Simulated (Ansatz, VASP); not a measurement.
# One calculation of Sc, two programs

```xyz
2
Lattice="3.3194 0.0000 0.0000 -1.6597 2.8747 0.0000 0.0000 0.0000 5.1843" Properties=species:S:1:pos:R:3 pbc="T T T"
Sc    0.0000    1.9164    1.2961
Sc    1.6597    0.9582    3.8882
```

Alike in both runs: task single point; functional PBE; k mesh 11 × 11 × 6; occupations methfessel-paxton of order 1, width 0.6 eV; no spin polarisation.

|  | VASP | Ansatz |
| --- | --- | --- |
| version | VASP 6.6.1 | Ansatz 0.2.0 |
| potentials or method | VASP PAW PBE potentials, release 64 (Sc_sv), cutoff 520 eV | plane waves (420 eV) with PAW, scalar-relativistic |
| valence electrons in the cell | 22 | 22 |

|  | VASP | Ansatz | Ansatz less VASP |
| --- | --- | --- | --- |
| pressure (GPa) | -0.1 | -0.1 | -0.03 |
| traceless stress, the component that is largest in VASP (GPa) | 0.22 | 0.22 | -0.004 |

The functional is the same, so the differences come from potentials, cutoffs and numerics.
